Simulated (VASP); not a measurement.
# HfPt2 (P4_2/mnm) in VASP: a series of runs

The runs below take HfPt2 through single point, with PBE.

Everything below comes from runs of VASP 6.6.1. Logs are shortened: lines on timing, memory, paths and dates and some standing lists are left out, and cuts for length are marked.

### 1 The cell of the first run

Symmetry: P4_2/mnm, No. 136, tetragonal system. The conventional cell has a = 5.485 Å, b = 5.485 Å, c = 3.533 Å, α = 90.00°, β = 90.00°, γ = 90.00°. Hf (site symmetry mmm) has 6 Pt at 2.32 to 2.37 Å within 3.1 Å. Pt (site symmetry m2m) has 3 Hf at 2.32 to 2.37 Å and 1 Pt at 3.01 Å within 3.1 Å.

### 2 Single point, PBE

Contents of INCAR:

```
ALGO = Normal
EDIFF = 1E-7
ENCUT = 520
GGA = PE
ISIF = 2
ISMEAR = 0
LASPH = True
LCHARG = False
LREAL = False
LWAVE = False
NBANDS = 39
NELM = 100
PREC = Accurate
SIGMA = 0.1
```

Contents of KPOINTS:

```
k-points
0
Gamma
  4 4 6
```

Contents of POSCAR:

```
HfPt2
1.0
    5.4846266039      0.0000000000      0.0000000000
    0.0000000000      5.4846266039      0.0000000000
    0.0000000000      0.0000000000      3.5326534874
Hf Pt
2 4
Direct
    0.0000000000      0.0000000000      0.0000000000
    0.5000000000      0.5000000000      0.5000000000
    0.3060000000      0.3060000000      0.0000000000
    0.1940000000      0.8060000000      0.5000000000
    0.6940000000      0.6940000000      0.0000000000
    0.8060000000      0.1940000000      0.5000000000
```

Potentials or basis: VASP PAW PBE potentials, release 64 (Hf_pv, Pt).

On the command line:

```console
> cat potpaw_PBE.64/Hf_pv/POTCAR potpaw_PBE.64/Pt/POTCAR > POTCAR
> mpirun -np 1 vasp_std > vasp.out
```

OUTCAR:

```text
EDIFF = 1E-7
   ENCUT = 520
   GGA = PE
   ISIF = 2
   ISMEAR = 0
   LASPH = True
   LREAL = False
   NELM = 100
   PREC = Accurate

 ion  position               nearest neighbor table
   1  0.000  0.000  0.000-   4 2.32   6 2.32   4 2.32   6 2.32   5 2.37   3 2.37
   2  0.500  0.500  0.500-   3 2.32   5 2.32   3 2.32   5 2.32   4 2.37   6 2.37
   3  0.306  0.306  0.000-   2 2.32   2 2.32   1 2.37   5 3.01   6 3.32   4 3.32   4 3.32   6 3.32
                             4 3.32   4 3.32   6 3.32   6 3.32
   4  0.194  0.806  0.500-   1 2.32   1 2.32   2 2.37   6 3.01   3 3.32   5 3.32   3 3.32   5 3.32
                             3 3.32   3 3.32   5 3.32   5 3.32
   5  0.694  0.694  0.000-   2 2.32   2 2.32   1 2.37   3 3.01   6 3.32   4 3.32   4 3.32   6 3.32
                             6 3.32   6 3.32   4 3.32   4 3.32
   6  0.806  0.194  0.500-   1 2.32   1 2.32   2 2.37   4 3.01   5 3.32   3 3.32   3 3.32   5 3.32
                             5 3.32   5 3.32   3 3.32   3 3.32

  LATTYP: Found a simple tetragonal cell.
 ALAT       =     5.4846266039
 C/A-ratio  =     0.6441010013

  Lattice vectors:

 A1 = (   5.4846266039,   0.0000000000,   0.0000000000)
 A2 = (   0.0000000000,   5.4846266039,   0.0000000000)
 A3 = (   0.0000000000,   0.0000000000,   3.5326534874)

Analysis of symmetry for initial positions (statically):
=====================================================================
 Subroutine PRICEL returns:
 Original cell was already a primitive cell.

 Routine SETGRP: Setting up the symmetry group for a
 simple tetragonal supercell.

 Subroutine GETGRP returns: Found 16 space group operations
 (whereof  8 operations were pure point group operations)
 out of a pool of 16 trial point group operations.

The static configuration has the point symmetry D_2h.
 The point group associated with its full space group is D_4h.

Analysis of symmetry for dynamics (positions and initial velocities):
=====================================================================
 Subroutine PRICEL returns:
 Original cell was already a primitive cell.

 Routine SETGRP: Setting up the symmetry group for a
 simple tetragonal supercell.

 Subroutine GETGRP returns: Found 16 space group operations
 (whereof  8 operations were pure point group operations)
 out of a pool of 16 trial point group operations.

The dynamic configuration has the point symmetry D_2h.
 The point group associated with its full space group is D_4h.

 Subroutine INISYM returns: Found 16 space group operations
 (whereof  8 operations are pure point group operations),
 and found     1 'primitive' translations

----------------------------------------------------------------------------------------

                                     Primitive cell

  volume of cell :     106.2662

  direct lattice vectors                    reciprocal lattice vectors
     5.484626604  0.000000000  0.000000000     0.182327818  0.000000000  0.000000000
     0.000000000  5.484626604  0.000000000     0.000000000  0.182327818  0.000000000
     0.000000000  0.000000000  3.532653487     0.000000000  0.000000000  0.283073334

  length of vectors
     5.484626604  5.484626604  3.532653487     0.182327818  0.182327818  0.283073334

  position of ions in fractional coordinates (direct lattice)
     0.000000000  0.000000000  0.000000000
     0.500000000  0.500000000  0.500000000
     0.306000000  0.306000000  0.000000000
     0.194000000  0.806000000  0.500000000
     0.694000000  0.694000000  0.000000000
     0.806000000  0.194000000  0.500000000

  ion indices of the primitive-cell ions
   primitive index   ion index
                 1           1
                 2           2
                 3           3
                 4           4
                 5           5
                 6           6

----------------------------------------------------------------------------------------

 KPOINTS: k-points

Automatic generation of k-mesh.
 Grid dimensions read from file:
 generate k-points for:    4    4    6

 Generating k-lattice:

  Cartesian coordinates                     Fractional coordinates (reciprocal lattice)
     0.045581954  0.000000000  0.000000000     0.250000000  0.000000000  0.000000000
     0.000000000  0.045581954  0.000000000     0.000000000  0.250000000  0.000000000
     0.000000000  0.000000000  0.047178889     0.000000000  0.000000000  0.166666667

  Length of vectors
     0.045581954  0.045581954  0.047178889

  Shift w.r.t. Gamma in fractional coordinates (k-lattice)
     0.000000000  0.000000000  0.000000000

 Subroutine IBZKPT returns following result:
 ===========================================

 Found     24 irreducible k-points:

 Following reciprocal coordinates:
            Coordinates               Weight
  0.000000  0.000000  0.000000      1.000000
  0.250000  0.000000  0.000000      4.000000
  0.500000  0.000000  0.000000      2.000000
  0.250000  0.250000  0.000000      4.000000
  0.500000  0.250000  0.000000      4.000000
  0.500000  0.500000  0.000000      1.000000
[... 16 lines left out ...]
  0.500000  0.250000  0.500000      4.000000
  0.500000  0.500000  0.500000      1.000000
   k-points           NKPTS =     24   k-points in BZ     NKDIM =     24   number of bands    NBANDS=     39
   number of dos      NEDOS =    301   number of ions     NIONS =      6
   total plane-waves  NPLWV =  49392
   dimension x,y,z NGX =    42 NGY =   42 NGZ =   28
   dimension x,y,z NGXF=    84 NGYF=   84 NGZF=   56
   ions per type =               2   4
   NGX,Y,Z   is equivalent  to a cutoff of  12.73, 12.73, 13.18 a.u.
   NGXF,Y,Z  is equivalent  to a cutoff of  25.46, 25.46, 26.35 a.u.
 SYSTEM =  unknown system
   PREC   = accura    normal or accurate (medium, high low for compatibility)
   ISTART =      0    job   : 0-new  1-cont  2-samecut
   ICHARG =      2    charge: 1-file 2-atom 10-const
   ISPIN  =      1    spin polarized calculation?
   LNONCOLLINEAR =      F non collinear calculations
   LSORBIT =      F    spin-orbit coupling
   LASPH  =      T    aspherical Exc in radial PAW
   ENCUT  =  520.0 eV  38.22 Ry    6.18 a.u.  10.20 10.20  6.57*2*pi/ulx,y,z
   NELM   =    100;   NELMIN=  2; NELMDL= -5     # of ELM steps
   EDIFF  = 0.1E-06   stopping-criterion for ELM
   LREAL  =      F    real-space projection
   EDIFFG = 0.1E-05   stopping-criterion for IOM
   NSW    =      0    number of steps for IOM
   IBRION =     -1    ionic relax: 0-MD 1-quasi-New 2-CG
   NFREE  =      0    steps in history (QN), initial steepest desc. (CG)
   ISIF   =      2    stress and relaxation
   ISYM   =      2    0-nonsym 1-usesym 2-fastsym
   POTIM  = 0.5000    time-step for ionic-motion
   TEBEG  =    0.0;   TEEND  =   0.0 temperature during run
   PSTRESS=    0.0 pullay stress
   NELECT =      60.0000    total number of electrons
   NUPDOWN=      -1.0000    fix difference up-down
   EMIN   =  10.00;   EMAX   =-10.00  energy-range for DOS
   EFERMI =   0.00;   METHOD = LEGACY
   ISMEAR =     0;   SIGMA  =   0.10  broadening in eV -4-tet -1-fermi 0-gaus
   EFERMI_NEDOS =   21; number of points for ismear=-14 and -15
   IALGO  =     38    algorithm
   IMIX   =      4    mixing-type and parameters
     AMIX     =   0.40;   BMIX     =  1.00
     AMIX_MAG =   1.60;   BMIX_MAG =  1.00
  volume/ion in A,a.u.               =      17.71       119.52
  Fermi-wavevector in a.u.,A,eV,Ry     =   1.353091  2.556970 24.910281  1.830854
  Thomas-Fermi vector in A             =   2.480375
   LORBIT       =      0    0 simple, 1 ext, 2 COOP (PROOUT), +10 PAW based schemes
   GGA     = PE    functional components
   LHFCALC =     F    Hartree Fock is set to
   AEXX    =    0.0000 exact exchange contribution
   IVDW    =     0    specifies the selected vdW correction
   LEPSILON=     F    determine dielectric tensor
   LRPA    =     F    only Hartree local field effects (RPA)
 non-spin polarized calculation
 Gauss-broadening in eV      SIGMA  =   0.10
  energy-cutoff  :      520.00
  volume of cell :      106.27
 maximum number of plane-waves:      2897
 NGX is ok and might be reduce to    42
   NGX = 21   NGY = 21   NGZ = 13

 number of electron      60.0000001 magnetization

 Free energy of the ion-electron system (eV)
  ---------------------------------------------------
  ext. energy  EPLUGINS =         0.00000000
  ---------------------------------------------------
  free energy    TOTEN  =       -37.14334749 eV

  energy without entropy =      -37.13397936  energy(sigma->0) =      -37.13866343

 E-fermi :   7.9887     XC(G=0): -12.1334

 val. band max:        7.9532211133   @ k =   0.2500   0.0000   0.1667
 cond. band min:       8.0294265950   @ k =   0.2500   0.0000   0.0000
 fundamental gap:      0.0762054816
 Fermi energy:         7.9887456030

 k-point     1 :       0.0000    0.0000    0.0000
  band No.  band energies     occupation
      1     -22.6242      2.00000
      2     -22.5438      2.00000
      3     -22.5430      2.00000
      4     -22.5430      2.00000
      5     -22.4111      2.00000
      6     -22.4111      2.00000
[... 31 lines left out ...]
     38      12.6387      0.00000
     39      14.5090      0.00000

 k-point     2 :       0.2500    0.0000    0.0000
  band No.  band energies     occupation
      1     -22.6125      2.00000
      2     -22.5556      2.00000
      3     -22.5271      2.00000
      4     -22.5265      2.00000
      5     -22.4288      2.00000
      6     -22.4282      2.00000
[... 31 lines left out ...]
     38      13.5023      0.00000
     39      13.7546      0.00000

 k-point     3 :       0.5000    0.0000    0.0000
  band No.  band energies     occupation
      1     -22.5841      2.00000
      2     -22.5841      2.00000
      3     -22.5004      2.00000
      4     -22.5004      2.00000
      5     -22.4561      2.00000
      6     -22.4561      2.00000
[... 832 lines left out ...]
 k-point    23 :       0.5000    0.2500    0.5000
  band No.  band energies     occupation
      1     -22.7264      2.00000
      2     -22.7264      2.00000
      3     -22.4653      2.00000
      4     -22.4653      2.00000
      5     -22.3932      2.00000
      6     -22.3932      2.00000
[... 31 lines left out ...]
     38      12.1352      0.00000
     39      13.1647      0.00000

 k-point    24 :       0.5000    0.5000    0.5000
  band No.  band energies     occupation
      1     -22.7028      2.00000
      2     -22.7028      2.00000
      3     -22.4891      2.00000
      4     -22.4891      2.00000
      5     -22.3936      2.00000
      6     -22.3936      2.00000
[... 31 lines left out ...]
     38      12.0886      0.00000
     39      13.6067      0.00000

------------------------ aborting loop because EDIFF is reached ----------------------------------------

  FORCE on cell =-STRESS in cart. coord.  units (eV):
  Direction    XX          YY          ZZ          XY          YZ          ZX
  --------------------------------------------------------------------------------------
  -------------------------------------------------------------------------------------
  Total       39.2425752     39.2425752     54.2266830     -0.0000000      0.0000000      0.0000000
  in kB      591.6609544    591.6609544    817.5765954     -0.0000000      0.0000000      0.0000000
  external PRESSURE =     666.9661680 kB  Pullay stress =       0.0000000 kB

 VOLUME and BASIS-vectors are now :
 -----------------------------------------------------------------------------
  energy-cutoff  :      520.00
  volume of cell :      106.27
      direct lattice vectors                 reciprocal lattice vectors
     5.484626604  0.000000000  0.000000000     0.182327818  0.000000000  0.000000000
     0.000000000  5.484626604  0.000000000     0.000000000  0.182327818  0.000000000
     0.000000000  0.000000000  3.532653487     0.000000000  0.000000000  0.283073334

 POSITION                                       TOTAL-FORCE (eV/Angst)
 -----------------------------------------------------------------------------------
      0.00000      0.00000      0.00000         0.000000      0.000000      0.000000
      2.74231      2.74231      1.76633         0.000000      0.000000      0.000000
      1.67830      1.67830      0.00000        -1.720391     -1.720391     -0.000000
      1.06402      4.42061      1.76633         1.720391     -1.720391     -0.000000
      3.80633      3.80633      0.00000         1.720391      1.720391      0.000000
      4.42061      1.06402      1.76633        -1.720391      1.720391      0.000000
 -----------------------------------------------------------------------------------
    total drift:                                0.000000     -0.000000      0.000000

  FREE ENERGIE OF THE ION-ELECTRON SYSTEM (eV)
  ---------------------------------------------------
  free  energy   TOTEN  =       -37.1433474922 eV

  energy  without entropy=      -37.1339793609  energy(sigma->0) =      -37.13866343
```

Run time: 80 s. Hardware: 1 thread of Intel Xeon Platinum 8259CL at 2.50GHz (Skylake/Cascade Lake), shared host; peak memory 0.26 GiB.

What came out:

```
Free energy            : -37.1433 eV
Pressure               : 66.7 GPa
Largest force          : 2.433 eV/Å
Band gap on the k mesh : zero (band 30 reaches 8.50 eV, above the bottom of band 31 at 7.74 eV)
```

Forces in eV/Å, atoms in the order of the input:
```
Hf   0.000  0.000  0.000
Hf   0.000  0.000  0.000
Pt  -1.720 -1.720  0.000
Pt   1.720 -1.720  0.000
Pt   1.720  1.720  0.000
Pt  -1.720  1.720  0.000
```

Stress tensor (GPa, compression positive):
```
59.17  0.00  0.00
 0.00 59.17  0.00
 0.00  0.00 81.76
```

Caveat: spin-orbit coupling is left out, which moves the levels of the heavy elements; forces of over 1 eV/Å act on the atoms, so gaps and moduli don't describe the material at rest.

### 3 Single point, PBE

This run uses another cell than the first one, of 23.80 Å³/atom, 1.344 times its volume.

Contents of INCAR:

```
SYSTEM = HfPt2
PREC = Accurate
ENCUT = 520
EDIFF = 1E-6
ISMEAR = 0
SIGMA = 0.1
LREAL = .False.
LASPH = .True.
NELM = 100
ALGO = Normal
ISIF = 2
LWAVE = .False.
LCHARG = .False.
GGA = PE
NBANDS = 39
```

Contents of KPOINTS:

```
Automatic mesh
0
Gamma
  6 6 8
  0 0 0
```

Contents of POSCAR:

```
HfPt2
1.0
    5.5936557165      0.0000000000      0.0000000000
    0.0000000000      5.5936557165      0.0000000000
    0.0000000000      0.0000000000      4.5646340975
Hf Pt
2 4
Direct
    0.0000000000      0.0000000000      0.0000000000
    0.5000000000      0.5000000000      0.5000000000
    0.3249268641      0.3249268641      0.0000000000
    0.1750731359      0.8249268641      0.5000000000
    0.6750731359      0.6750731359      0.0000000000
    0.8249268641      0.1750731359      0.5000000000
```

Potentials or basis: VASP PAW PBE potentials, release 64 (Hf_pv, Pt).

On the command line:

```console
> cat potpaw_PBE.64/Hf_pv/POTCAR potpaw_PBE.64/Pt/POTCAR > POTCAR
> mpirun -np 1 vasp_std > vasp.out
```

Wall time 3.1 min (1 thread of Intel Xeon Platinum 8259CL at 2.50GHz (Skylake/Cascade Lake), shared host); peak memory 0.39 GiB.

The run converged. Its results:

```yaml
Free_energy: -43.9762 eV
Pressure: -0.7 GPa
Largest_force: 0.010 eV/Å
Band_gap_on_the_k_mesh: zero (band 30 reaches 5.31 eV, above the bottom of band 31 at 4.61 eV)
```

Forces in eV/Å, atoms in the order of the input:
```
Hf   0.000  0.000  0.000
Hf   0.000  0.000  0.000
Pt  -0.007 -0.007  0.000
Pt   0.007 -0.007  0.000
Pt   0.007  0.007  0.000
Pt  -0.007  0.007  0.000
```

Stress tensor (GPa, compression positive):
```
-0.62  0.00  0.00
 0.00 -0.62  0.00
 0.00  0.00 -0.99
```

Levels at points of the mesh, in eV from the Fermi level:
| k point | band 28 | band 29 | band 30 | band 31 | band 32 | band 33 |
| --- | --- | --- | --- | --- | --- | --- |
| (0.00, 0.00, 0.00) | -1.34 | 0.51 | 0.51 | 0.54 | 0.63 | 0.82 |
| (0.50, 0.00, 0.00) | -1.47 | -0.20 | -0.20 | 0.49 | 0.49 | 1.22 |
| (0.50, 0.50, 0.00) | -1.67 | -1.04 | -1.04 | 0.58 | 0.58 | 1.38 |
| (0.00, 0.00, 0.50) | -1.20 | 0.14 | 0.14 | 1.18 | 1.18 | 1.74 |
| (0.50, 0.00, 0.50) | -1.26 | -0.92 | -0.92 | -0.05 | -0.05 | 1.96 |
| (0.50, 0.50, 0.50) | -1.24 | -0.23 | -0.23 | -0.06 | -0.06 | 0.16 |

Caveat: spin-orbit coupling is left out, which moves the levels of the heavy elements.
